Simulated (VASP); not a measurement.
# PbO3 (Pm-3m) in VASP: notebook

The runs below take PbO3 through single point, relaxation of cell and atoms, with PBE.

All numbers are computed with VASP 6.6.1; they aren't measurements. Logs are shortened: lines on timing, memory, paths and dates and some standing lists are left out, and cuts for length are marked.

### 1 The cell of the first run

It takes space group Pm-3m (No. 221, cubic). Conventional cell: a = 3.566 Å, b = 3.566 Å, c = 3.566 Å, α = 90.00°, β = 90.00°, γ = 90.00°. Pb (site symmetry m-3m) has 12 O at 2.52 Å within 3.3 Å. Within 3.3 Å of O (site symmetry 4/mmm) lie 4 Pb at 2.52 Å and 8 O at 2.52 Å.

### 2 Single point, PBE

Input file INCAR:

```
SYSTEM = PbO3
  ALGO = Normal
  EDIFF = 1E-6
  ENCUT = 520
  GGA = PE
  ISIF = 2
  ISMEAR = 0
  LASPH = .True.
  LCHARG = .False.
  LREAL = .False.
  LWAVE = .False.
  NBANDS = 24
  NELM = 80
  PREC = Accurate
  SIGMA = 0.1
```

Input file KPOINTS:

```
k-points
0
Gamma
  6 6 6
  0 0 0
```

Input file POSCAR:

```
PbO3
1.0
    3.5657678347      0.0000000000      0.0000000000
    0.0000000000      3.5657678347      0.0000000000
    0.0000000000      0.0000000000      3.5657678347
Pb O
1 3
Direct
    0.0000000000      0.0000000000      0.0000000000
    0.0000000000      0.5000000000      0.5000000000
    0.5000000000      0.0000000000      0.5000000000
    0.5000000000      0.5000000000      0.0000000000
```

Potentials or basis: VASP PAW PBE potentials, release 64 (Pb_d, O).

Started as:

```
> cat potpaw_PBE.64/Pb_d/POTCAR potpaw_PBE.64/O/POTCAR > POTCAR
> mpirun -np 1 vasp_std > vasp.out
```

OUTCAR:

```text
SYSTEM = PbO3
   EDIFF = 1E-6
   ENCUT = 520
   GGA = PE
   ISIF = 2
   ISMEAR = 0
   LASPH = .True.
   LREAL = .False.
   NELM = 80
   PREC = Accurate

 ion  position               nearest neighbor table
   1  0.000  0.000  0.000-   2 2.52   3 2.52   4 2.52   2 2.52   3 2.52   2 2.52   4 2.52   2 2.52
                             3 2.52   4 2.52   3 2.52   4 2.52
   2  0.000  0.500  0.500-   1 2.52   1 2.52   1 2.52   1 2.52
   3  0.500  0.000  0.500-   1 2.52   1 2.52   1 2.52   1 2.52
   4  0.500  0.500  0.000-   1 2.52   1 2.52   1 2.52   1 2.52

  LATTYP: Found a simple cubic cell.
 ALAT       =     3.5657678347

  Lattice vectors:

 A1 = (   3.5657678347,   0.0000000000,   0.0000000000)
 A2 = (   0.0000000000,   3.5657678347,   0.0000000000)
 A3 = (   0.0000000000,   0.0000000000,   3.5657678347)

Analysis of symmetry for initial positions (statically):
=====================================================================
 Subroutine PRICEL returns:
 Original cell was already a primitive cell.

 Routine SETGRP: Setting up the symmetry group for a
 simple cubic supercell.

 Subroutine GETGRP returns: Found 48 space group operations
 (whereof 48 operations were pure point group operations)
 out of a pool of 48 trial point group operations.

The static configuration has the point symmetry O_h .

Analysis of symmetry for dynamics (positions and initial velocities):
=====================================================================
 Subroutine PRICEL returns:
 Original cell was already a primitive cell.

 Routine SETGRP: Setting up the symmetry group for a
 simple cubic supercell.

 Subroutine GETGRP returns: Found 48 space group operations
 (whereof 48 operations were pure point group operations)
 out of a pool of 48 trial point group operations.

The dynamic configuration has the point symmetry O_h .

 Subroutine INISYM returns: Found 48 space group operations
 (whereof 48 operations are pure point group operations),
 and found     1 'primitive' translations

----------------------------------------------------------------------------------------

                                     Primitive cell

  volume of cell :      45.3377

  direct lattice vectors                    reciprocal lattice vectors
     3.565767835  0.000000000  0.000000000     0.280444506  0.000000000  0.000000000
     0.000000000  3.565767835  0.000000000     0.000000000  0.280444506  0.000000000
     0.000000000  0.000000000  3.565767835     0.000000000  0.000000000  0.280444506

  length of vectors
     3.565767835  3.565767835  3.565767835     0.280444506  0.280444506  0.280444506

  position of ions in fractional coordinates (direct lattice)
     0.000000000  0.000000000  0.000000000
     0.000000000  0.500000000  0.500000000
     0.500000000  0.000000000  0.500000000
     0.500000000  0.500000000  0.000000000

  ion indices of the primitive-cell ions
   primitive index   ion index
                 1           1
                 2           2
                 3           3
                 4           4

----------------------------------------------------------------------------------------

 KPOINTS: k-points

Automatic generation of k-mesh.
 Grid dimensions read from file:
 generate k-points for:    6    6    6

 Generating k-lattice:

  Cartesian coordinates                     Fractional coordinates (reciprocal lattice)
     0.046740751  0.000000000  0.000000000     0.166666667  0.000000000  0.000000000
     0.000000000  0.046740751  0.000000000     0.000000000  0.166666667  0.000000000
     0.000000000  0.000000000  0.046740751     0.000000000  0.000000000  0.166666667

  Length of vectors
     0.046740751  0.046740751  0.046740751

  Shift w.r.t. Gamma in fractional coordinates (k-lattice)
     0.000000000  0.000000000  0.000000000

 Subroutine IBZKPT returns following result:
 ===========================================

 Found     20 irreducible k-points:

 Following reciprocal coordinates:
            Coordinates               Weight
  0.000000  0.000000  0.000000      1.000000
  0.166667  0.000000  0.000000      6.000000
  0.333333  0.000000  0.000000      6.000000
  0.500000  0.000000  0.000000      3.000000
  0.166667  0.166667  0.000000     12.000000
  0.333333  0.166667  0.000000     24.000000
[... 12 lines left out ...]
  0.500000  0.500000  0.333333      6.000000
  0.500000  0.500000  0.500000      1.000000
   k-points           NKPTS =     20   k-points in BZ     NKDIM =     20   number of bands    NBANDS=     24
   number of dos      NEDOS =    301   number of ions     NIONS =      4
   total plane-waves  NPLWV =  21952
   dimension x,y,z NGX =    28 NGY =   28 NGZ =   28
   dimension x,y,z NGXF=    56 NGYF=   56 NGZF=   56
   ions per type =               1   3
   NGX,Y,Z   is equivalent  to a cutoff of  13.05, 13.05, 13.05 a.u.
   NGXF,Y,Z  is equivalent  to a cutoff of  26.11, 26.11, 26.11 a.u.
 SYSTEM =  PbO3
   PREC   = accura    normal or accurate (medium, high low for compatibility)
   ISTART =      0    job   : 0-new  1-cont  2-samecut
   ICHARG =      2    charge: 1-file 2-atom 10-const
   ISPIN  =      1    spin polarized calculation?
   LNONCOLLINEAR =      F non collinear calculations
   LSORBIT =      F    spin-orbit coupling
   LASPH  =      T    aspherical Exc in radial PAW
   ENCUT  =  520.0 eV  38.22 Ry    6.18 a.u.   6.63  6.63  6.63*2*pi/ulx,y,z
   NELM   =     80;   NELMIN=  2; NELMDL= -5     # of ELM steps
   EDIFF  = 0.1E-05   stopping-criterion for ELM
   LREAL  =      F    real-space projection
   EDIFFG = 0.1E-04   stopping-criterion for IOM
   NSW    =      0    number of steps for IOM
   IBRION =     -1    ionic relax: 0-MD 1-quasi-New 2-CG
   NFREE  =      0    steps in history (QN), initial steepest desc. (CG)
   ISIF   =      2    stress and relaxation
   ISYM   =      2    0-nonsym 1-usesym 2-fastsym
   POTIM  = 0.5000    time-step for ionic-motion
   TEBEG  =    0.0;   TEEND  =   0.0 temperature during run
   PSTRESS=    0.0 pullay stress
   NELECT =      32.0000    total number of electrons
   NUPDOWN=      -1.0000    fix difference up-down
   EMIN   =  10.00;   EMAX   =-10.00  energy-range for DOS
   EFERMI =   0.00;   METHOD = LEGACY
   ISMEAR =     0;   SIGMA  =   0.10  broadening in eV -4-tet -1-fermi 0-gaus
   EFERMI_NEDOS =   21; number of points for ismear=-14 and -15
   IALGO  =     38    algorithm
   IMIX   =      4    mixing-type and parameters
     AMIX     =   0.40;   BMIX     =  1.00
     AMIX_MAG =   1.60;   BMIX_MAG =  1.00
  volume/ion in A,a.u.               =      11.33        76.49
  Fermi-wavevector in a.u.,A,eV,Ry     =   1.457600  2.754465 28.906916  2.124598
  Thomas-Fermi vector in A             =   2.574383
   LORBIT       =      0    0 simple, 1 ext, 2 COOP (PROOUT), +10 PAW based schemes
   GGA     = PE    functional components
   LHFCALC =     F    Hartree Fock is set to
   AEXX    =    0.0000 exact exchange contribution
   IVDW    =     0    specifies the selected vdW correction
   LEPSILON=     F    determine dielectric tensor
   LRPA    =     F    only Hartree local field effects (RPA)
 non-spin polarized calculation
 Gauss-broadening in eV      SIGMA  =   0.10
  energy-cutoff  :      520.00
  volume of cell :       45.34
 maximum number of plane-waves:      1233
 NGX is ok and might be reduce to    28
   NGX = 13   NGY = 13   NGZ = 13

 number of electron      32.0000022 magnetization

 Free energy of the ion-electron system (eV)
  ---------------------------------------------------
  ext. energy  EPLUGINS =         0.00000000
  ---------------------------------------------------
  free energy    TOTEN  =       -16.08050144 eV

  energy without entropy =      -16.04223132  energy(sigma->0) =      -16.06136638

 E-fermi :   5.5180     XC(G=0): -11.8179

 val. band max:        5.5172099625   @ k =   0.3333   0.1667   0.1667
 cond. band min:       5.5324978050   @ k =   0.5000   0.5000   0.5000
 fundamental gap:      0.0152878425
 Fermi energy:         5.5179867322

 k-point     1 :       0.0000    0.0000    0.0000
  band No.  band energies     occupation
      1     -13.4865      2.00000
      2     -11.2736      2.00000
      3     -11.2736      2.00000
      4     -10.1380      2.00000
      5     -10.1380      2.00000
      6     -10.1380      2.00000
[... 16 lines left out ...]
     23      17.7708      0.00000
     24      19.4733      0.00000

 k-point     2 :       0.1667    0.0000    0.0000
  band No.  band energies     occupation
      1     -13.3031      2.00000
      2     -11.3174      2.00000
      3     -11.1566      2.00000
      4     -10.1724      2.00000
      5     -10.1724      2.00000
      6     -10.1364      2.00000
[... 16 lines left out ...]
     23      19.4662      0.00000
     24      20.0634      0.00000

 k-point     3 :       0.3333    0.0000    0.0000
  band No.  band energies     occupation
      1     -12.8056      2.00000
      2     -11.5481      2.00000
      3     -10.8296      2.00000
      4     -10.2395      2.00000
      5     -10.2395      2.00000
      6     -10.1333      2.00000
[... 16 lines left out ...]
     23      20.7042      0.00000
     24      21.9558      0.00000
[... 406 lines left out ...]
 k-point    19 :       0.5000    0.5000    0.3333
  band No.  band energies     occupation
      1     -11.9955      2.00000
      2     -11.8549      2.00000
      3     -11.8549      2.00000
      4     -10.1336      2.00000
      5     -10.0671      2.00000
      6      -9.4108      2.00000
[... 16 lines left out ...]
     23      22.1511      0.00000
     24      22.1511      0.00000

 k-point    20 :       0.5000    0.5000    0.5000
  band No.  band energies     occupation
      1     -11.9701      2.00000
      2     -11.9701      2.00000
      3     -11.9701      2.00000
      4     -10.0628      2.00000
      5     -10.0628      2.00000
      6      -9.1828      2.00000
[... 16 lines left out ...]
     23      21.5505      0.00000
     24      21.5505      0.00000

------------------------ aborting loop because EDIFF is reached ----------------------------------------

  FORCE on cell =-STRESS in cart. coord.  units (eV):
  Direction    XX          YY          ZZ          XY          YZ          ZX
  --------------------------------------------------------------------------------------
  -------------------------------------------------------------------------------------
  Total        0.0075205      0.0075205      0.0075205     -0.0000000     -0.0000000      0.0000000
  in kB        0.2657647      0.2657647      0.2657647     -0.0000000     -0.0000000      0.0000000
  external PRESSURE =       0.2657647 kB  Pullay stress =       0.0000000 kB

 VOLUME and BASIS-vectors are now :
 -----------------------------------------------------------------------------
  energy-cutoff  :      520.00
  volume of cell :       45.34
      direct lattice vectors                 reciprocal lattice vectors
     3.565767835  0.000000000  0.000000000     0.280444506  0.000000000  0.000000000
     0.000000000  3.565767835  0.000000000     0.000000000  0.280444506  0.000000000
     0.000000000  0.000000000  3.565767835     0.000000000  0.000000000  0.280444506

 POSITION                                       TOTAL-FORCE (eV/Angst)
 -----------------------------------------------------------------------------------
      0.00000      0.00000      0.00000         0.000000      0.000000      0.000000
      0.00000      1.78288      1.78288         0.000000      0.000000      0.000000
      1.78288      0.00000      1.78288         0.000000      0.000000      0.000000
      1.78288      1.78288      0.00000         0.000000      0.000000      0.000000
 -----------------------------------------------------------------------------------
    total drift:                                0.000000      0.000000      0.000000

  FREE ENERGIE OF THE ION-ELECTRON SYSTEM (eV)
  ---------------------------------------------------
  free  energy   TOTEN  =       -16.0805014353 eV

  energy  without entropy=      -16.0422313155  energy(sigma->0) =      -16.06136638
```

Wall time 24 s (1 thread of Intel Xeon Platinum 8259CL at 2.50GHz (Skylake/Cascade Lake), shared host); peak memory 0.16 GiB.

Results:

| Property | Result |
| --- | --- |
| Free energy | -16.0805 eV |
| Pressure | 0.0 GPa |
| Band gap on the k mesh | zero (bands 16 and 17 overlap by 0.20 eV) |

Levels at points of the mesh, in eV from the Fermi level:
| k point | band 13 | band 14 | band 15 | band 16 | band 17 | band 18 | band 19 | band 20 |
| --- | --- | --- | --- | --- | --- | --- | --- | --- |
| (0.00, 0.00, 0.00) | -1.41 | -1.41 | -1.41 | 0.13 | 0.13 | 0.13 | 10.80 | 10.80 |
| (0.50, 0.00, 0.00) | -2.59 | -1.55 | -1.53 | -0.05 | -0.05 | 1.63 | 4.58 | 8.92 |
| (0.50, 0.50, 0.00) | -1.66 | -1.66 | -1.48 | 0.14 | 0.44 | 0.88 | 7.14 | 7.40 |
| (0.50, 0.50, 0.50) | -4.76 | 0.01 | 0.01 | 0.01 | 0.48 | 0.48 | 9.38 | 9.38 |

Caveat: semilocal functionals underestimate gaps, and a narrow one can read as zero; spin-orbit coupling is left out, which moves the levels of the heavy elements.

### 3 Single point, PBE

This run uses another cell than the first one, of 13.07 Å³/atom.

Input file INCAR:

```
SYSTEM = PbO3
ALGO = Normal
EDIFF = 1E-7
ENCUT = 520
GGA = PE
ISIF = 2
ISMEAR = 0
LASPH = .True.
LCHARG = .False.
LREAL = .False.
LWAVE = .False.
NBANDS = 24
NELM = 80
PREC = Accurate
SIGMA = 0.1
```

KPOINTS is that of step 2.

Input file POSCAR:

```
PbO3
1.0
    3.7391178516      0.0000000000      0.0000000000
    0.0000000000      3.7391178516      0.0000000000
    0.0000000000      0.0000000000      3.7391178516
Pb O
1 3
Direct
    0.0000000000      0.0000000000      0.0000000000
    0.0000000000      0.5000000000      0.5000000000
    0.5000000000      0.0000000000      0.5000000000
    0.5000000000      0.5000000000      0.0000000000
```

Potentials or basis: VASP PAW PBE potentials, release 64 (Pb_d, O).

Started as:

```
> cat potpaw_PBE.64/Pb_d/POTCAR potpaw_PBE.64/O/POTCAR > POTCAR
> mpirun -np 1 vasp_std > vasp.out
```

OUTCAR:

```text
SYSTEM = PbO3
   EDIFF = 1E-7
   ENCUT = 520
   GGA = PE
   ISIF = 2
   ISMEAR = 0
   LASPH = .True.
   LREAL = .False.
   NELM = 80
   PREC = Accurate

 ion  position               nearest neighbor table
   1  0.000  0.000  0.000-   2 2.64   3 2.64   4 2.64   2 2.64   3 2.64   2 2.64   4 2.64   2 2.64
                             3 2.64   4 2.64   3 2.64   4 2.64
   2  0.000  0.500  0.500-   1 2.64   1 2.64   1 2.64   1 2.64
   3  0.500  0.000  0.500-   1 2.64   1 2.64   1 2.64   1 2.64
   4  0.500  0.500  0.000-   1 2.64   1 2.64   1 2.64   1 2.64

  LATTYP: Found a simple cubic cell.
 ALAT       =     3.7391178516

  Lattice vectors:

 A1 = (   3.7391178516,   0.0000000000,   0.0000000000)
 A2 = (   0.0000000000,   3.7391178516,   0.0000000000)
 A3 = (   0.0000000000,   0.0000000000,   3.7391178516)

Analysis of symmetry for initial positions (statically):
=====================================================================
 Subroutine PRICEL returns:
 Original cell was already a primitive cell.

[... 165 lines left out ...]
  free energy    TOTEN  =       -15.84423604 eV

  energy without entropy =      -15.79907170  energy(sigma->0) =      -15.82165387

 E-fermi :   3.6911     XC(G=0): -11.0301

 val. band max:        3.6757210148   @ k =   0.5000   0.0000   0.0000
 cond. band min:       3.6936676148   @ k =   0.5000   0.1667   0.0000
 fundamental gap:      0.0179466000
 Fermi energy:         3.6911183247

 k-point     1 :       0.0000    0.0000    0.0000
  band No.  band energies     occupation
      1     -14.2094      2.00000
      2     -12.5587      2.00000
      3     -12.5587      2.00000
      4     -11.6886      2.00000
      5     -11.6886      2.00000
      6     -11.6886      2.00000
[... 529 lines left out ...]
     23      18.4884      0.00000
     24      18.4884      0.00000

------------------------ aborting loop because EDIFF is reached ----------------------------------------

  FORCE on cell =-STRESS in cart. coord.  units (eV):
  Direction    XX          YY          ZZ          XY          YZ          ZX
  --------------------------------------------------------------------------------------
  -------------------------------------------------------------------------------------
  Total       -3.3827915     -3.3827915     -3.3827915     -0.0000000      0.0000000     -0.0000000
  in kB     -103.6760296   -103.6760296   -103.6760296     -0.0000000      0.0000000     -0.0000000
  external PRESSURE =    -103.6760296 kB  Pullay stress =       0.0000000 kB

 VOLUME and BASIS-vectors are now :
 -----------------------------------------------------------------------------
  energy-cutoff  :      520.00
  volume of cell :       52.28
      direct lattice vectors                 reciprocal lattice vectors
     3.739117852  0.000000000  0.000000000     0.267442760  0.000000000  0.000000000
     0.000000000  3.739117852  0.000000000     0.000000000  0.267442760  0.000000000
     0.000000000  0.000000000  3.739117852     0.000000000  0.000000000  0.267442760

 POSITION                                       TOTAL-FORCE (eV/Angst)
 -----------------------------------------------------------------------------------
      0.00000      0.00000      0.00000         0.000000      0.000000      0.000000
      0.00000      1.86956      1.86956         0.000000      0.000000      0.000000
      1.86956      0.00000      1.86956         0.000000      0.000000      0.000000
      1.86956      1.86956      0.00000         0.000000      0.000000      0.000000
 -----------------------------------------------------------------------------------
    total drift:                                0.000000      0.000000      0.000000

  FREE ENERGIE OF THE ION-ELECTRON SYSTEM (eV)
  ---------------------------------------------------
  free  energy   TOTEN  =       -15.8442360389 eV

  energy  without entropy=      -15.7990717005  energy(sigma->0) =      -15.82165387
```

OSZICAR:

```text
N       E                     dE             d eps       ncg     rms          rms(c)
DAV:   1     0.325707076889E+03    0.32571E+03   -0.16126E+04   960   0.154E+03
DAV:   2     0.103293202220E+02   -0.31538E+03   -0.29404E+03  1120   0.437E+02
DAV:   3    -0.166537274775E+02   -0.26983E+02   -0.25866E+02  1144   0.127E+02
DAV:   4    -0.174538208131E+02   -0.80009E+00   -0.79723E+00  1120   0.235E+01
DAV:   5    -0.174828266517E+02   -0.29006E-01   -0.29003E-01  1328   0.465E+00    0.715E+00
DAV:   6    -0.159195295374E+02    0.15633E+01   -0.42309E+00  1456   0.240E+01    0.326E+00
DAV:   7    -0.158546127420E+02    0.64917E-01   -0.32810E-01  1152   0.713E+00    0.143E+00
DAV:   8    -0.158439152307E+02    0.10698E-01   -0.76928E-02  1264   0.236E+00    0.258E-01
DAV:   9    -0.158438626160E+02    0.52615E-04   -0.41700E-03  1440   0.871E-01    0.964E-02
DAV:  10    -0.158442219330E+02   -0.35932E-03   -0.10959E-03  1160   0.315E-01    0.366E-02
DAV:  11    -0.158442424952E+02   -0.20562E-04   -0.69161E-05  1448   0.119E-01    0.165E-02
DAV:  12    -0.158442360572E+02    0.64381E-05   -0.22544E-05  1488   0.784E-02    0.219E-03
DAV:  13    -0.158442362333E+02   -0.17617E-06   -0.17438E-06  1152   0.107E-02    0.125E-03
DAV:  14    -0.158442360687E+02    0.16461E-06   -0.45803E-08   832   0.589E-03    0.485E-04
DAV:  15    -0.158442360389E+02    0.29785E-07   -0.77963E-08   648   0.254E-03
   1 F= -.15844236E+02 E0= -.15821654E+02  d E =-.451643E-01
```

Wall time 28 s (1 thread of Intel Xeon Platinum 8259CL at 2.50GHz (Skylake/Cascade Lake), shared host); peak memory 0.17 GiB.

Results:

| Property | Result |
| --- | --- |
| Free energy | -15.8442 eV |
| Pressure | -10.4 GPa |
| Band gap on the k mesh | zero (bands 16 and 17 overlap by 0.25 eV) |

Caveat: the cell stands under tension; semilocal functionals underestimate gaps, and a narrow one can read as zero; spin-orbit coupling is left out, which moves the levels of the heavy elements.

(Part 1 of 2 ends here.)
